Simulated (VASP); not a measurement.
# SiC (P3m1) in VASP: a series of runs

SiC is run at these levels: r2SCAN; tasks: single point.

Everything below comes from runs of VASP 6.6.1. Logs are shortened: lines on timing, memory, paths and dates and some standing lists are left out, and cuts for length are marked.

## Step 1: The cell of the first run

It takes space group P3m1 (No. 156, trigonal). Conventional cell: a = 3.076 Å, b = 3.076 Å, c = 9.796 Å, α = 90.00°, β = 90.00°, γ = 120.00°. Within 2.5 Å of Si (site symmetry 3m) lie 4 C at 1.87 to 1.94 Å. Si (site symmetry 3m) has 4 C at 1.87 to 1.94 Å within 2.5 Å. Within 2.2 Å of Si (site symmetry 3m) lie 4 C at 1.64 to 1.87 Å. Within 2.5 Å of Si (site symmetry 3m) lie 4 C at 1.87 to 1.94 Å. Within 2.5 Å of C (site symmetry 3m) lie 4 Si at 1.87 to 1.94 Å. Within 2.5 Å of C (site symmetry 3m) lie 4 Si at 1.87 to 1.94 Å. Within 2.2 Å of C (site symmetry 3m) lie 4 Si at 1.64 to 1.87 Å. Within 2.5 Å of C (site symmetry 3m) lie 4 Si at 1.87 to 1.94 Å.

## Step 2: Single point, r2SCAN

Contents of POSCAR:

```
SiC
1.0
   -3.0759982064      0.0000000000      0.0000000000
   -1.5379991032     -2.6638925888      0.0000000000
    0.0000000000      0.0000000000      9.7960000000
Si C
4 4
Direct
    0.3333333333      0.3333333333      0.6737709269
    0.3333333333      0.3333333333      0.1584585545
    0.6666666667      0.6666666667      0.9314271131
    0.6666666667      0.6666666667      0.4161147407
    0.3333333333      0.3333333333      0.8721661903
    0.3333333333      0.3333333333      0.3568538179
    0.6666666667      0.6666666667      0.0991976317
    0.6666666667      0.6666666667      0.6145100041
```

Contents of INCAR.step1:

```
ALGO = Normal
EDIFF = 1E-4
ENCUT = 520
GGA = PE
ISMEAR = 0
LASPH = T
LCHARG = F
LREAL = F
LWAVE = T
NBANDS = 26
NELM = 80
PREC = Accurate
SIGMA = 0.05
```

Contents of INCAR.step2:

```
ALGO = Normal
EDIFF = 1E-6
ENCUT = 520
ISIF = 2
ISMEAR = 0
ISTART = 1
LASPH = T
LCHARG = F
LMIXTAU = T
LREAL = F
LWAVE = F
METAGGA = R2SCAN
NBANDS = 26
NELM = 80
PREC = Accurate
SIGMA = 0.05
```

Contents of KPOINTS:

```
k-points
0
Gamma
  8 8 3
```

Potentials or basis: VASP PAW PBE potentials, release 64 (Si, C).

Started as:

```sh
> cat potpaw_PBE.64/Si/POTCAR potpaw_PBE.64/C/POTCAR > POTCAR
> cp INCAR.step1 INCAR
> mpirun -np 1 vasp_std > vasp.out
> cp INCAR.step2 INCAR
> mpirun -np 1 vasp_std > vasp.out
```

OUTCAR:

```text
EDIFF = 1E-6
   ENCUT = 520
   ISIF = 2
   ISMEAR = 0
   ISTART = 1
   LASPH = T
   LREAL = F
   METAGGA = R2SCAN
   NELM = 80
   PREC = Accurate

 ion  position               nearest neighbor table
   1  0.333  0.333  0.674-   8 1.87   8 1.87   8 1.87   5 1.94   4 3.09   3 3.09   4 3.09   3 3.09
                             4 3.09   3 3.09
   2  0.333  0.333  0.158-   7 1.87   7 1.87   7 1.87   6 1.94   3 2.85   3 2.85   3 2.85   4 3.09
                             4 3.09   4 3.09
   3  0.667  0.667  0.931-   7 1.64   5 1.87   5 1.87   5 1.87   2 2.85   2 2.85   2 2.85   1 3.09
                             1 3.09   1 3.09
   4  0.667  0.667  0.416-   6 1.87   6 1.87   6 1.87   8 1.94   1 3.09   2 3.09   1 3.09   2 3.09
                             1 3.09   2 3.09
   5  0.333  0.333  0.872-   3 1.87   3 1.87   3 1.87   1 1.94
   6  0.333  0.333  0.357-   4 1.87   4 1.87   4 1.87   2 1.94
   7  0.667  0.667  0.099-   3 1.64   2 1.87   2 1.87   2 1.87
   8  0.667  0.667  0.615-   1 1.87   1 1.87   1 1.87   4 1.94

  LATTYP: Found a hexagonal cell.
 ALAT       =     3.0759982065
 C/A-ratio  =     3.1846572535

  Lattice vectors:

 A1 = (   1.5379991032,   2.6638925888,   0.0000000000)
 A2 = (  -3.0759982064,   0.0000000000,   0.0000000000)
 A3 = (   0.0000000000,   0.0000000000,   9.7960000000)

Analysis of symmetry for initial positions (statically):
=====================================================================
 Subroutine PRICEL returns:
 Original cell was already a primitive cell.

 Routine SETGRP: Setting up the symmetry group for a
 hexagonal supercell.

 Subroutine GETGRP returns: Found  6 space group operations
 (whereof  6 operations were pure point group operations)
 out of a pool of 24 trial point group operations.

The static configuration has the point symmetry C_3v.

Analysis of symmetry for dynamics (positions and initial velocities):
=====================================================================
 Subroutine PRICEL returns:
 Original cell was already a primitive cell.

 Routine SETGRP: Setting up the symmetry group for a
 hexagonal supercell.

 Subroutine GETGRP returns: Found  6 space group operations
 (whereof  6 operations were pure point group operations)
 out of a pool of 24 trial point group operations.

The dynamic configuration has the point symmetry C_3v.

 Subroutine INISYM returns: Found  6 space group operations
 (whereof  6 operations are pure point group operations),
 and found     1 'primitive' translations

[... 104 lines left out ...]
   NELM   =     80;   NELMIN=  2; NELMDL=  0     # of ELM steps
   EDIFF  = 0.1E-05   stopping-criterion for ELM
   LREAL  =      F    real-space projection
   EDIFFG = 0.1E-04   stopping-criterion for IOM
   NSW    =      0    number of steps for IOM
   IBRION =     -1    ionic relax: 0-MD 1-quasi-New 2-CG
   NFREE  =      0    steps in history (QN), initial steepest desc. (CG)
   ISIF   =      2    stress and relaxation
   ISYM   =      2    0-nonsym 1-usesym 2-fastsym
   POTIM  = 0.5000    time-step for ionic-motion
   TEBEG  =    0.0;   TEEND  =   0.0 temperature during run
   PSTRESS=    0.0 pullay stress
   NELECT =      32.0000    total number of electrons
   NUPDOWN=      -1.0000    fix difference up-down
   EMIN   =  10.00;   EMAX   =-10.00  energy-range for DOS
   EFERMI =   0.00;   METHOD = LEGACY
   ISMEAR =     0;   SIGMA  =   0.05  broadening in eV -4-tet -1-fermi 0-gaus
   EFERMI_NEDOS =   21; number of points for ismear=-14 and -15
   IALGO  =     38    algorithm
   IMIX   =      4    mixing-type and parameters
     AMIX     =   0.40;   BMIX     =  1.00
     AMIX_MAG =   1.60;   BMIX_MAG =  1.00
  volume/ion in A,a.u.               =      10.03        67.71
  Fermi-wavevector in a.u.,A,eV,Ry     =   1.204872  2.276878 19.751808  1.451717
  Thomas-Fermi vector in A             =   2.340585
   LORBIT       =      0    0 simple, 1 ext, 2 COOP (PROOUT), +10 PAW based schemes
   METAGGA = R2SCAN    functional components
   LHFCALC =     F    Hartree Fock is set to
   AEXX    =    0.0000 exact exchange contribution
   IVDW    =     0    specifies the selected vdW correction
   LEPSILON=     F    determine dielectric tensor
   LRPA    =     F    only Hartree local field effects (RPA)
 non-spin polarized calculation
 Gauss-broadening in eV      SIGMA  =   0.05
  energy-cutoff  :      520.00
  volume of cell :       80.27
 maximum number of plane-waves:      2172
   NGX = 11   NGY = 11   NGZ = 37

 number of electron      31.9999999 magnetization

 Free energy of the ion-electron system (eV)
  ---------------------------------------------------
  ext. energy  EPLUGINS =         0.00000000
  ---------------------------------------------------
  free energy    TOTEN  =       -76.30853131 eV

  energy without entropy =      -76.30853131  energy(sigma->0) =      -76.30853131

 E-fermi :   8.8089     XC(G=0): -12.0536

 val. band max:        8.6008827500   @ k =   0.0000   0.0000   0.0000
 cond. band min:      11.3420895001   @ k =   0.5000  -0.0000   0.0000
 fundamental gap:      2.7412067501
 Fermi energy:         8.8089359850

 k-point     1 :       0.0000    0.0000    0.0000
  band No.  band energies     occupation
      1      -8.4487      2.00000
      2      -6.9904      2.00000
      3      -6.4642      2.00000
      4      -4.0801      2.00000
      5      -0.5487      2.00000
      6       3.8615      2.00000
[... 685 lines left out ...]
     25      17.9588      0.00000
     26      18.7307      0.00000

 [... further k-points ...]
[... 5 lines left out ...]
  --------------------------------------------------------------------------------------
  -------------------------------------------------------------------------------------
  Total        1.0378013      1.0378013     13.0880979     -0.0000000      0.0000000      0.0000000
  in kB       20.7144407     20.7144407    261.2375209     -0.0000000      0.0000000      0.0000000
  external PRESSURE =     100.8888008 kB  Pullay stress =       0.0000000 kB

 VOLUME and BASIS-vectors are now :
 -----------------------------------------------------------------------------
  energy-cutoff  :      520.00
  volume of cell :       80.27
      direct lattice vectors                 reciprocal lattice vectors
    -3.075998206  0.000000000  0.000000000    -0.325097719  0.187695255  0.000000000
    -1.537999103 -2.663892589  0.000000000     0.000000000 -0.375390511  0.000000000
     0.000000000  0.000000000  9.796000000     0.000000000  0.000000000  0.102082483

 POSITION                                       TOTAL-FORCE (eV/Angst)
 -----------------------------------------------------------------------------------
     -1.53800     -0.88796      6.60026         0.000000      0.000000      1.040204
     -1.53800     -0.88796      1.55226        -0.000000     -0.000000      1.956582
     -3.07600     -1.77593      9.12426         0.000000     -0.000000     -6.652488
     -3.07600     -1.77593      4.07626         0.000000     -0.000000      1.073877
     -1.53800     -0.88796      8.54374        -0.000000      0.000000     -1.706838
     -1.53800     -0.88796      3.49574        -0.000000      0.000000     -1.070529
     -3.07600     -1.77593      0.97174        -0.000000      0.000000      6.403399
     -3.07600     -1.77593      6.01974        -0.000000     -0.000000     -1.044207
 -----------------------------------------------------------------------------------
    total drift:                               -0.000000     -0.000000      0.000655

  FREE ENERGIE OF THE ION-ELECTRON SYSTEM (eV)
  ---------------------------------------------------
  free  energy   TOTEN  =       -76.3085313118 eV

  energy  without entropy=      -76.3085313118  energy(sigma->0) =      -76.30853131
```

OSZICAR.step1:

```text
N       E                     dE             d eps       ncg     rms          rms(c)
DAV:   1     0.783481819184E+02    0.78348E+02   -0.14481E+04  1300   0.111E+03
DAV:   2    -0.600851315920E+02   -0.13843E+03   -0.12831E+03  1718   0.199E+02
DAV:   3    -0.672895349233E+02   -0.72044E+01   -0.71563E+01  1776   0.423E+01
DAV:   4    -0.673753678434E+02   -0.85833E-01   -0.85739E-01  1664   0.544E+00
DAV:   5    -0.673768090815E+02   -0.14412E-02   -0.14406E-02  1716   0.670E-01    0.187E+01
DAV:   6    -0.594578129561E+02    0.79190E+01   -0.19959E+01  1650   0.203E+01    0.847E+00
DAV:   7    -0.592365626117E+02    0.22125E+00   -0.25157E+00  1728   0.739E+00    0.363E+00
DAV:   8    -0.592038469178E+02    0.32716E-01   -0.12494E-01  1570   0.173E+00    0.119E+00
DAV:   9    -0.592012031714E+02    0.26437E-02   -0.18188E-02  1638   0.767E-01    0.177E-01
DAV:  10    -0.592016364338E+02   -0.43326E-03   -0.11927E-03  1616   0.182E-01    0.106E-01
DAV:  11    -0.592018260754E+02   -0.18964E-03   -0.22816E-04  1334   0.961E-02    0.145E-02
DAV:  12    -0.592018268666E+02   -0.79119E-06   -0.17128E-05   796   0.253E-02
   1 F= -.59201827E+02 E0= -.59201827E+02  d E =-.109972E-12
```

Wall time 1.7 min (1 thread of Intel Xeon 6975P-C (Granite Rapids), shared host); peak memory 0.22 GiB.

What came out:

| Quantity | Value |
| --- | --- |
| Free energy | -76.3085 eV |
| Pressure | 10.1 GPa |
| Largest force | 6.652 eV/Å |
| Band gap on the k mesh | 2.74 eV, indirect (least direct gap 4.05 eV) |

Forces on the atoms (eV/Å):
```
Si   0.000  0.000  1.040
Si   0.000  0.000  1.957
Si   0.000  0.000 -6.652
Si   0.000  0.000  1.074
C    0.000  0.000 -1.707
C    0.000  0.000 -1.071
C    0.000  0.000  6.403
C    0.000  0.000 -1.044
```

Caveat: the PAW data sets were made with another functional, which shifts forces and pressure a little. A k mesh can miss the band edges.

(Part 1 of 2 ends here.)
